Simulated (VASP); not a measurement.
Here is a VASP 6.6.1 calculation.

File INCAR:

```
SYSTEM = Pb
ALGO     = Normal         ! electronic algorithm
EDIFF    = 1E-6           ! SCF threshold, eV
ENCUT    = 500            ! plane-wave cutoff, eV
GGA      = PE             ! functional
GGA_COMPAT= .False.      
ISIF     = 2              ! what is computed and relaxed
ISMEAR   = 1              ! smearing method
LASPH    = .True.         ! aspherical terms in the spheres
LCHARG   = .False.        ! write CHGCAR
LREAL    = .False.        ! projectors in reciprocal space
LWAVE    = .False.        ! write WAVECAR
NBANDS   = 13             ! bands
NELM     = 120            ! most SCF steps
PREC     = Accurate       ! precision mode
SIGMA    = 0.1            ! smearing width, eV
```

The input KPOINTS:

```
k-points
0
Gamma
  8 8 8
  0 0 0
```

POSCAR

```
Pb
1.0
    3.5656337043      0.0000000000      0.0000000000
    1.7828168522      3.0879293685      0.0000000000
    1.7828168522      1.0293097895      2.9113277284
Pb
1
Direct
    0.0000000000      0.0000000000      0.0000000000
```

Potentials or basis: VASP PAW PBE potentials, release 64 (Pb_d).

The run is started by

```sh
$ cat potpaw_PBE.64/Pb_d/POTCAR > POTCAR
$ mpirun -np 1 vasp_std > vasp.out
```

Task: What does it give for the pressure?

Result: -0.1 GPa.

Task: Predict the band gap on the k mesh.

Result: Zero (band 7 reaches 13.66 eV, above the bottom of band 8 at 5.41 eV).

Caveat: spin-orbit coupling is left out, which moves the levels of the heavy elements.
